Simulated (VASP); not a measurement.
A run of VASP 6.6.1 is set up as follows.

INCAR

```
PREC = Accurate ; ENCUT = 600
EDIFF = 1E-7 ; ISMEAR = -1
SIGMA = 0.02 ; LREAL = False
LASPH = True ; NELM = 80
ALGO = Normal ; ISIF = 3
LWAVE = False ; LCHARG = False
IBRION = 2 ; NSW = 80
EDIFFG = -0.005
```

The input KPOINTS:

```
regular mesh
0
Gamma
  12 12 4
```

POSCAR

```
Si
1.0
    3.8515735486      0.0000000000      0.0000000000
   -1.9257867743      3.3355605376      0.0000000000
    0.0000000000      0.0000000000      6.3645780720
Si
4
Direct
    0.3333333333      0.6666666667      0.0004225454
    0.6666666667      0.3333333333      0.5004225454
    0.3333333333      0.6666666667      0.3745774546
    0.6666666667      0.3333333333      0.8745774546
```

Potentials or basis: VASP PAW LDA potentials, release 64 (Si).

Run with:

```console
$ cat potpaw_LDA.64/Si/POTCAR > POTCAR
$ mpirun -np 1 vasp_std > vasp.out
```

Problem. What does it give for the relaxed cell?

Solution. a = 3.803 Å, b = 3.803 Å, c = 6.290 Å, α = 90.00°, β = 90.00°, γ = 120.00°.

Problem. Estimate the relaxed volume.

Solution. 19.70 Å³/atom.

Problem. What does it give for the band gap on the k mesh?

Solution. 0.27 eV (least direct gap 0.99 eV).

Problem. Predict the space group after relaxing (to 0.1 Å).

Solution. P6_3/mmc (No. 194).

The path:
| step | energy change (eV) | largest force (eV/Å) | pressure (GPa) | volume (Å³) |
| --- | --- | --- | --- | --- |
| 1 | 0.0000 | 0.0080 | -3.33 | 81.77 |
| 2 | -0.0171 | 0.0326 | 2.53 | 76.85 |
| 3 | -0.0320 | 0.0154 | -0.01 | 78.79 |
| 4 | -0.0320 | 0.0159 | 0.06 | 78.73 |
| 5 | -0.0321 | 0.0016 | -0.04 | 78.81 |
| 6 | -0.0321 | 0.0020 | -0.02 | 78.79 |
| 7 | -0.0321 | 0.0013 | -0.01 | 78.78 |

A k mesh can miss the band edges.
